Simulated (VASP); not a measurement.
## Re: relaxation of cell and atoms with PBEsol

Crystal: Re.

```
Re
1.0
     2.76639    0.00000    0.00000
    -1.38319    2.39576    0.00000
     0.00000    0.00000    8.93885
Re
4
Cartesian
  0.0000 0.0000 0.0000
  0.0000 1.5972 2.2347
  0.0000 0.0000 4.4694
  1.3832 0.7986 6.7041
```

| Property | Result |
| --- | --- |
| Program | VASP 6.6.1 |
| Task | relaxation of cell and atoms |
| Functional | PBEsol |
| Potentials or basis | VASP PAW PBE potentials, release 64 (Re) |
| Cutoff | 600 eV |
| k mesh | 9 × 9 × 2 |
| Occupations | gaussian, width 0.1 eV |
| Spin | no spin polarisation |
| Dipole correction | no |
| Further INCAR settings | ALGO = Fast; EDIFF = 1e-06; IBRION = 2; EDIFFG = -0.04; NSW = 90; ISIF = 3 |

The relaxed volume is 14.57 Å³/atom, the relaxed cell is a = 2.752 Å, b = 2.752 Å, c = 8.885 Å, α = 90.00°, β = 90.00°, γ = 120.00° and the space group after relaxing (to 0.1 Å) is P6_3/mmc (No. 194). The energy gained by relaxing is 5.1 meV/atom. The ionic steps are 4 and the pressure after relaxing is 0.0 GPa. The band gap on the k mesh is zero (bands 14 and 15 overlap by 1.98 eV).

Stress tensor (GPa, compression positive):
```
 0.28  0.00  0.00
 0.00  0.28  0.00
 0.00  0.00 -0.42
```

Step by step:
| step | energy change (eV) | largest force (eV/Å) | pressure (GPa) | volume (Å³) |
| --- | --- | --- | --- | --- |
| 1 | 0.0000 | 0.0000 | -6.39 | 59.24 |
| 2 | 0.3608 | 0.0000 | 33.05 | 54.32 |
| 3 | -0.0202 | 0.0000 | -0.20 | 58.29 |
| 4 | -0.0202 | 0.0000 | 0.04 | 58.27 |

Final structure:
```xyz
4
Lattice="2.7518 0.0000 0.0000 -1.3759 2.3831 0.0000 0.0000 0.0000 8.8849" Properties=species:S:1:pos:R:3 pbc="T T T"
Re    2.7518    0.0000    0.0000
Re    0.0000    1.5887    2.2212
Re    2.7518    0.0000    4.4425
Re    1.3759    0.7944    6.6637
```

Levels at points of the mesh, in eV from the Fermi level:
| k point | band 12 | band 13 | band 14 | band 15 | band 16 | band 17 |
| --- | --- | --- | --- | --- | --- | --- |
| (0.00, 0.00, 0.00) | -1.35 | -1.35 | -1.22 | -1.22 | 0.45 | 0.55 |
| (0.00, 0.00, 0.50) | -1.57 | -1.57 | -1.57 | -1.20 | -1.20 | 1.09 |

Wall time 7 min on 1 thread of Oxide Virtual Turin-like Processor, on a shared host, peak memory 0.18 GiB.

Caveat: the highest band is partly filled, so the run has too few bands; the PAW data sets were made with another functional, which shifts forces and pressure a little; spin-orbit coupling is left out, which moves the levels of the heavy elements.
